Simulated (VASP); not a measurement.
# Sb (R-3m) in VASP: further runs, part 2 of 2

VASP 6.6.1. The steps go on from the part before.

## Step 3: Single point, LDA

This run uses another cell than the first one, of 29.18 Å³/atom.

Contents of INCAR:

```
SYSTEM = Sb
PREC     = Accurate       ! precision mode
ENCUT    = 520            ! plane-wave cutoff, eV
EDIFF    = 1E-7           ! SCF threshold, eV
ISMEAR   = 0              ! smearing method
SIGMA    = 0.1            ! smearing width, eV
LREAL    = .False.        ! projectors in reciprocal space
LASPH    = .True.         ! aspherical terms in the spheres
NELM     = 60             ! most SCF steps
ALGO     = Normal         ! electronic algorithm
ISIF     = 2              ! what is computed and relaxed
LWAVE    = .False.        ! write WAVECAR
LCHARG   = .True.         ! write CHGCAR
GGA      = CA             ! functional
LELF     = .True.         ! ELF
LVHAR    = .True.       
NBANDS   = 12             ! bands
```

Contents of KPOINTS:

```
regular mesh
0
Gamma
  12 12 12
  0 0 0
```

Contents of POSCAR:

```
Sb
1.0
    2.1468850329      1.2395046533      3.6556912569
   -2.1468850329      1.2395046533      3.6556912569
    0.0000000000     -2.4790093018      3.6556912585
Sb
2
Direct
    0.2641230966      0.2641230966      0.2641230966
    0.7358769034      0.7358769034      0.7358769034
```

Potentials or basis: VASP PAW LDA potentials, release 64 (Sb).

Launch:

```bash
$ cat potpaw_LDA.64/Sb/POTCAR > POTCAR
$ mpirun -np 1 vasp_std > vasp.out
```

OUTCAR:

```text
SYSTEM = Sb
   PREC = Accurate
   ENCUT = 520
   EDIFF = 1E-7
   ISMEAR = 0
   LREAL = .False.
   LASPH = .True.
   NELM = 60
   ISIF = 2
   GGA = CA

 ion  position               nearest neighbor table
   1  0.264  0.264  0.264-   2 2.91   2 2.91   2 2.91   2 3.27   2 3.27   2 3.27
   2  0.736  0.736  0.736-   1 2.91   1 2.91   1 2.91   1 3.27   1 3.27   1 3.27

  LATTYP: Found a trigonal (rhomboedric) cell.
 ALAT       =     4.4169634021
 COS(alpha) =     0.5275020042

  Lattice vectors:

 A1 = (   2.1468850329,   1.2395046533,   3.6556912569)
 A2 = (  -2.1468850329,   1.2395046533,   3.6556912569)
 A3 = (   0.0000000000,  -2.4790093018,   3.6556912585)

Analysis of symmetry for initial positions (statically):
=====================================================================
 Subroutine PRICEL returns:
 Original cell was already a primitive cell.

 Routine SETGRP: Setting up the symmetry group for a
 trigonal (rhombohedral) supercell.

 Subroutine GETGRP returns: Found 12 space group operations
 (whereof 12 operations were pure point group operations)
 out of a pool of 12 trial point group operations.

The static configuration has the point symmetry D_3d.

Analysis of symmetry for dynamics (positions and initial velocities):
=====================================================================
 Subroutine PRICEL returns:
 Original cell was already a primitive cell.

 Routine SETGRP: Setting up the symmetry group for a
 trigonal (rhombohedral) supercell.

 Subroutine GETGRP returns: Found 12 space group operations
 (whereof 12 operations were pure point group operations)
 out of a pool of 12 trial point group operations.

The dynamic configuration has the point symmetry D_3d.

 Subroutine INISYM returns: Found 12 space group operations
 (whereof 12 operations are pure point group operations),
 and found     1 'primitive' translations

----------------------------------------------------------------------------------------

                                     Primitive cell

  volume of cell :      58.3684

  direct lattice vectors                    reciprocal lattice vectors
     2.146885033  1.239504653  3.655691257     0.232895564  0.134462316  0.091182025
    -2.146885033  1.239504653  3.655691257    -0.232895564  0.134462316  0.091182025
     0.000000000 -2.479009302  3.655691259     0.000000000 -0.268924633  0.091182026

  length of vectors
     4.416963402  4.416963402  4.416963402     0.283962356  0.283962356  0.283962356

  position of ions in fractional coordinates (direct lattice)
     0.264123097  0.264123097  0.264123097
     0.735876903  0.735876903  0.735876903

  ion indices of the primitive-cell ions
   primitive index   ion index
                 1           1
                 2           2

----------------------------------------------------------------------------------------

 KPOINTS: regular mesh

Automatic generation of k-mesh.
 Grid dimensions read from file:
 generate k-points for:   12   12   12

 Generating k-lattice:

  Cartesian coordinates                     Fractional coordinates (reciprocal lattice)
     0.019407964  0.011205193  0.007598502     0.083333333  0.000000000  0.000000000
[... 41 lines left out ...]
   k-points           NKPTS =    189   k-points in BZ     NKDIM =    189   number of bands    NBANDS=     12
   number of dos      NEDOS =    301   number of ions     NIONS =      2
   total plane-waves  NPLWV =  46656
   dimension x,y,z NGX =    36 NGY =   36 NGZ =   36
   dimension x,y,z NGXF=    72 NGYF=   72 NGZF=   72
   ions per type =               2
   NGX,Y,Z   is equivalent  to a cutoff of  13.55, 13.55, 13.55 a.u.
   NGXF,Y,Z  is equivalent  to a cutoff of  27.10, 27.10, 27.10 a.u.
 SYSTEM =  Sb
   PREC   = accura    normal or accurate (medium, high low for compatibility)
   ISTART =      0    job   : 0-new  1-cont  2-samecut
   ICHARG =      2    charge: 1-file 2-atom 10-const
   ISPIN  =      1    spin polarized calculation?
   LNONCOLLINEAR =      F non collinear calculations
   LSORBIT =      F    spin-orbit coupling
   LASPH  =      T    aspherical Exc in radial PAW
   ENCUT  =  520.0 eV  38.22 Ry    6.18 a.u.   8.21  8.21  8.21*2*pi/ulx,y,z
   NELM   =     60;   NELMIN=  2; NELMDL= -5     # of ELM steps
   EDIFF  = 0.1E-06   stopping-criterion for ELM
   LREAL  =      F    real-space projection
   EDIFFG = 0.1E-05   stopping-criterion for IOM
   NSW    =      0    number of steps for IOM
   IBRION =     -1    ionic relax: 0-MD 1-quasi-New 2-CG
   NFREE  =      0    steps in history (QN), initial steepest desc. (CG)
   ISIF   =      2    stress and relaxation
   ISYM   =      2    0-nonsym 1-usesym 2-fastsym
   POTIM  = 0.5000    time-step for ionic-motion
   TEBEG  =    0.0;   TEEND  =   0.0 temperature during run
   PSTRESS=    0.0 pullay stress
   NELECT =      10.0000    total number of electrons
   NUPDOWN=      -1.0000    fix difference up-down
   EMIN   =  10.00;   EMAX   =-10.00  energy-range for DOS
   EFERMI =   0.00;   METHOD = LEGACY
   ISMEAR =     0;   SIGMA  =   0.10  broadening in eV -4-tet -1-fermi 0-gaus
   EFERMI_NEDOS =   21; number of points for ismear=-14 and -15
   IALGO  =     38    algorithm
   IMIX   =      4    mixing-type and parameters
     AMIX     =   0.40;   BMIX     =  1.00
     AMIX_MAG =   1.60;   BMIX_MAG =  1.00
  volume/ion in A,a.u.               =      29.18       196.94
  Fermi-wavevector in a.u.,A,eV,Ry     =   0.909248  1.718229 11.248366  0.826732
  Thomas-Fermi vector in A             =   2.033270
   LORBIT       =      0    0 simple, 1 ext, 2 COOP (PROOUT), +10 PAW based schemes
   GGA     = CA    functional components
   LHFCALC =     F    Hartree Fock is set to
   AEXX    =    0.0000 exact exchange contribution
   IVDW    =     0    specifies the selected vdW correction
   LEPSILON=     F    determine dielectric tensor
   LRPA    =     F    only Hartree local field effects (RPA)
 non-spin polarized calculation
 Gauss-broadening in eV      SIGMA  =   0.10
  energy-cutoff  :      520.00
  volume of cell :       58.37
 maximum number of plane-waves:      1586
 NGX is ok and might be reduce to    36
   NGX = 17   NGY = 17   NGZ = 17

 number of electron      10.0000000 magnetization

 Free energy of the ion-electron system (eV)
  ---------------------------------------------------
  ext. energy  EPLUGINS =         0.00000000
  ---------------------------------------------------
  free energy    TOTEN  =        -9.62875505 eV

  energy without entropy =       -9.62810768  energy(sigma->0) =       -9.62843136

 E-fermi :   7.4890     XC(G=0):  -9.8697

 val. band max:        7.4829296663   @ k =  -0.4167   0.5000   0.4167
 cond. band min:       7.6267137164   @ k =   0.3333   0.1667   0.1667
 fundamental gap:      0.1437840501
 Fermi energy:         7.4889988800

 k-point     1 :       0.0000    0.0000    0.0000
  band No.  band energies     occupation
      1      -5.3855      2.00000
      2       2.8664      2.00000
      3       5.5387      2.00000
      4       5.6777      2.00000
      5       5.6777      2.00000
      6       9.8610      0.00000
      7      10.3689      0.00000
      8      10.3689      0.00000
      9      12.4756      0.00000
     10      12.4756      0.00000
     11      12.6585      0.00000
     12      14.0598      0.00000
[... 331 lines left out ...]
 k-point    24 :      -0.4167    0.1667   -0.0000
  band No.  band energies     occupation
      1      -2.7755      2.00000
      2      -2.0790      2.00000
      3       3.7654      2.00000
      4       5.3533      2.00000
      5       5.8148      2.00000
      6       8.4847      0.00000
      7       8.9156      0.00000
      8      10.7147      0.00000
      9      14.1434      0.00000
     10      14.5530      0.00000
     11      15.1683      0.00000
     12      17.8104      0.00000

 [... further k-points ...]

------------------------ aborting loop because EDIFF is reached ----------------------------------------

  FORCE on cell =-STRESS in cart. coord.  units (eV):
  Direction    XX          YY          ZZ          XY          YZ          ZX
  --------------------------------------------------------------------------------------
  -------------------------------------------------------------------------------------
  Total        0.1198503      0.1198503      0.0776971      0.0000000     -0.0000000      0.0000000
  in kB        3.2898202      3.2898202      2.1327386      0.0000000     -0.0000000      0.0000000
  external PRESSURE =       2.9041263 kB  Pullay stress =       0.0000000 kB

 VOLUME and BASIS-vectors are now :
 -----------------------------------------------------------------------------
  energy-cutoff  :      520.00
  volume of cell :       58.37
      direct lattice vectors                 reciprocal lattice vectors
     2.146885033  1.239504653  3.655691257     0.232895564  0.134462316  0.091182025
    -2.146885033  1.239504653  3.655691257    -0.232895564  0.134462316  0.091182025
     0.000000000 -2.479009302  3.655691259     0.000000000 -0.268924633  0.091182026

 POSITION                                       TOTAL-FORCE (eV/Angst)
 -----------------------------------------------------------------------------------
      0.00000      0.00000      2.89666         0.000000     -0.000000     -0.064084
      0.00000      0.00000      8.07042         0.000000      0.000000      0.064084
 -----------------------------------------------------------------------------------
    total drift:                                0.000000      0.000000     -0.000000

  FREE ENERGIE OF THE ION-ELECTRON SYSTEM (eV)
  ---------------------------------------------------
  free  energy   TOTEN  =        -9.6287550515 eV

  energy  without entropy=       -9.6281076760  energy(sigma->0) =       -9.62843136
```

It took 2.6 min on 1 thread of Intel Xeon 8259CL, shared host; peak memory 0.25 GiB.

What came out:

| Item | Value |
| --- | --- |
| Free energy | -9.6288 eV |
| Pressure | 0.3 GPa |
| Largest force | 0.064 eV/Å |
| Band gap on the k mesh | zero (bands 5 and 6 overlap by 0.27 eV) |

Forces in eV/Å, atoms in the order of the input:
```
Sb   0.000  0.000 -0.064
Sb   0.000  0.000  0.064
```

Caveat: spin-orbit coupling is left out, which moves the levels of the heavy elements.

## Step 4: Relaxation of cell and atoms, LDA

Contents of INCAR:

```
  PREC = Accurate
  ENCUT = 600
  EDIFF = 1E-7
  ISMEAR = 0
  SIGMA = 0.1
  LREAL = False
  LASPH = True
  NELM = 100
  ALGO = Normal
  ISIF = 3
  LWAVE = False
  LCHARG = False
  IBRION = 2
  NSW = 100
  EDIFFG = -0.005
```

Contents of KPOINTS:

```
regular mesh
0
Gamma
  12 12 12
```

Contents of POSCAR:

```
Sb
1.0
    2.1770673200      1.2569304100      3.8298803200
   -2.1770673200      1.2569304100      3.8298803200
    0.0000000000     -2.5138608100      3.8298803200
Sb
2
Direct
    0.2682562500      0.2682562500      0.2682562500
    0.7317437500      0.7317437500      0.7317437500
```

Potentials or basis: VASP PAW LDA potentials, release 64 (Sb).

Launch:

```bash
$ cat potpaw_LDA.64/Sb/POTCAR > POTCAR
$ mpirun -np 1 vasp_std > vasp.out
```

OUTCAR:

```text
PREC = Accurate
   ENCUT = 600
   EDIFF = 1E-7
   ISMEAR = 0
   LREAL = False
   LASPH = True
   NELM = 100
   ISIF = 3
   IBRION = 2
   NSW = 100
   EDIFFG = -0.005

 ion  position               nearest neighbor table
   1  0.268  0.268  0.268-   2 2.93   2 2.93   2 2.93   2 3.43   2 3.43   2 3.43
   2  0.732  0.732  0.732-   1 2.93   1 2.93   1 2.93   1 3.43   1 3.43   1 3.43

  LATTYP: Found a trigonal (rhomboedric) cell.
 ALAT       =     4.5812093858
 COS(alpha) =     0.5483381271

  Lattice vectors:

 A1 = (   2.1770673200,   1.2569304100,   3.8298803200)
 A2 = (  -2.1770673200,   1.2569304100,   3.8298803200)
 A3 = (   0.0000000000,  -2.5138608100,   3.8298803200)

Analysis of symmetry for initial positions (statically):
[... 373 lines left out ...]

 k-point     1 :       0.0000    0.0000    0.0000
  band No.  band energies     occupation
      1      -5.3873      2.00000
      2       2.8216      2.00000
      3       5.5266      2.00000
      4       5.6496      2.00000
      5       5.6496      2.00000
      6       9.8795      0.00000
      7      10.3512      0.00000
      8      10.3512      0.00000
      9      12.4203      0.00000
[... 265 lines left out ...]
 k-point    24 :      -0.4167    0.1667    0.0000
  band No.  band energies     occupation
      1      -2.7827      2.00000
      2      -2.1022      2.00000
      3       3.7590      2.00000
      4       5.3474      2.00000
      5       5.7905      2.00000
      6       8.4439      0.00000
      7       8.8872      0.00000
      8      10.6754      0.00000
      9      14.1205      0.00000

 [... further k-points ...]

------------------------ aborting loop because EDIFF is reached ----------------------------------------

  FORCE on cell =-STRESS in cart. coord.  units (eV):
  Direction    XX          YY          ZZ          XY          YZ          ZX
  --------------------------------------------------------------------------------------
  -------------------------------------------------------------------------------------
  Total       -0.0071613     -0.0071613     -0.0061950      0.0000000     -0.0000000      0.0000000
  in kB       -0.1961678     -0.1961678     -0.1696982      0.0000000     -0.0000000      0.0000000
  external PRESSURE =      -0.1873446 kB  Pullay stress =       0.0000000 kB
[... 17 lines left out ...]
  FREE ENERGIE OF THE ION-ELECTRON SYSTEM (eV)
  ---------------------------------------------------
  free  energy   TOTEN  =        -9.6295027532 eV

  energy  without entropy=       -9.6287737920  energy(sigma->0) =       -9.62913827

 reached required accuracy - stopping structural energy minimisation
```

OSZICAR:

```text
N       E                     dE             d eps       ncg     rms          rms(c)
DAV:   1     0.439331569522E+02    0.43933E+02   -0.39073E+03  3402   0.976E+02
DAV:   2    -0.752232304910E+01   -0.51455E+02   -0.50549E+02  4739   0.132E+02
DAV:   3    -0.959048549981E+01   -0.20682E+01   -0.20260E+01  4245   0.325E+01
[... 76 lines left out ...]
       N       E                     dE             d eps       ncg     rms          rms(c)
DAV:   1    -0.962951027640E+01   -0.18189E-04   -0.65283E-04  3567   0.153E-01    0.135E-02
DAV:   2    -0.962950523602E+01    0.50404E-05   -0.17942E-05  3614   0.329E-02    0.768E-03
DAV:   3    -0.962950276475E+01    0.24713E-05   -0.81418E-06  3986   0.159E-02    0.150E-03
DAV:   4    -0.962950275318E+01    0.11576E-07   -0.42449E-07  3526   0.513E-03
  10 F= -.96295028E+01 E0= -.96291383E+01  d E =-.527025E-03
```

It took 18 min on 1 thread of Intel Xeon 8259CL, shared host; peak memory 0.3 GiB.

What came out:

| Item | Value |
| --- | --- |
| Free energy | -9.6295 eV |
| Relaxed volume | 29.24 Å³/atom |
| Relaxed cell | a = 4.414 Å, b = 4.414 Å, c = 4.414 Å, α = 58.33°, β = 58.33°, γ = 58.33° |
| Space group after relaxing (to 0.1 Å) | R-3m (No. 166) |
| Energy gained by relaxing | 21.2 meV/atom |
| Ionic steps | 10 |
| Pressure after relaxing | 0.0 GPa |
| Largest force after relaxing | 0.004 eV/Å |
| Band gap on the k mesh | zero (bands 5 and 6 overlap by 0.26 eV) |

Forces in eV/Å, atoms in the order of the input:
```
Sb   0.000  0.000 -0.004
Sb   0.000  0.000  0.004
```

Step by step:
```tsv
step	energy change (eV)	largest force (eV/Å)	pressure (GPa)	volume (Å³)
1	0.0000	0.0949	-2.42	62.88
2	-0.0186	0.4399	1.44	58.66
3	-0.0236	0.3286	0.12	59.93
4	-0.0328	0.2125	0.11	59.42
5	-0.0400	0.0739	0.36	57.91
6	-0.0409	0.0139	0.27	58.27
7	-0.0419	0.0457	-0.36	58.79
8	-0.0420	0.0397	-0.23	58.68
9	-0.0425	0.0106	0.01	58.46
10	-0.0425	0.0042	-0.02	58.49
```

Final structure:
```cif
data_structure
_symmetry_space_group_name_H-M 'P 1'
_symmetry_Int_Tables_number 1
_cell_length_a 4.4142
_cell_length_b 4.4142
_cell_length_c 4.4142
_cell_angle_alpha 58.327
_cell_angle_beta 58.327
_cell_angle_gamma 58.327
_cell_volume 58.49
loop_
_atom_site_label
_atom_site_type_symbol
_atom_site_fract_x
_atom_site_fract_y
_atom_site_fract_z
_atom_site_occupancy
Sb1 Sb 0.26357 0.26357 0.26357 1
Sb2 Sb 0.73643 0.73643 0.73643 1
```

Caveat: spin-orbit coupling is left out, which moves the levels of the heavy elements.

## Step 5: Overview

```csv
task,cell,k mesh,cutoff (eV),gap on the mesh (eV),pressure (GPa),largest force (eV/Å)
single point,"a = 4.581 Å, angles 56.7°, 2 atoms, atomic positions A",6 × 6 × 6,520,none,-2.4,0.02
single point,"a = 4.417 Å, angles 58.2°, 2 atoms, atomic positions B",12 × 12 × 12,520,none,0.3,0.06
relaxation of cell and atoms,"relaxed from a = 4.581 Å, angles 56.7°, 2 atoms, atomic positions A",12 × 12 × 12,600,none,0.0,-
```

Alike in all rows: level LDA; potentials or basis VASP PAW LDA potentials, release 64 (Sb); no spin polarisation; smearing gaussian 0.1 eV.

Caveats: spin-orbit coupling is left out, which moves the levels of the heavy elements.

Total energies depend on the potentials used, so only differences within one code and one set of settings carry meaning.

The gap in the log of VASP goes by the Fermi energy; the results here count the filled bands.